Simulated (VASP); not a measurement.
A run of VASP 6.6.1 is set up as follows.

Contents of INCAR:

```
SYSTEM = Mg5O
PREC = Accurate
ENCUT = 600
EDIFF = 1E-6
ISMEAR = 0
SIGMA = 0.2
LREAL = .False.
LASPH = .True.
NELM = 120
ALGO = Normal
ISIF = 2
LWAVE = .False.
LCHARG = .False.
GGA = PE
NBANDS = 17
GGA_COMPAT = .False.
```

The input KPOINTS:

```
Automatic mesh
0
Gamma
  4 4 4
  0 0 0
```

Contents of POSCAR:

```
Mg5O
1.0
    2.6132657555      1.5087696874      4.9072259523
   -2.6132657555      1.5087696874      4.9072259523
    0.0000000000     -3.0175393748      4.9072259523
Mg O
5 1
Direct
    0.5000000000      0.1552659085      0.8447340915
    0.1552659085      0.8447340915      0.5000000000
    0.8447340915      0.5000000000      0.1552659085
    0.3337809763      0.3337809763      0.3337809763
    0.6662190237      0.6662190237      0.6662190237
    0.0000000000      0.0000000000      0.0000000000
```

Potentials or basis: VASP PAW PBE potentials, release 64 (Mg, O).

Launch:

```sh
$ cat potpaw_PBE.64/Mg/POTCAR potpaw_PBE.64/O/POTCAR > POTCAR
$ mpirun -np 1 vasp_std > vasp.out
```

(1) Estimate the band gap on the k mesh.

(2) Estimate the pressure.

(3) Predict the largest force.

Answers

(1) zero (band 8 reaches 3.18 eV, above the bottom of band 9 at 2.78 eV).

(2) -0.1 GPa.

(3) 0.019 eV/Å.

Caveat: the k points lie up to 0.36 Å⁻¹ apart.
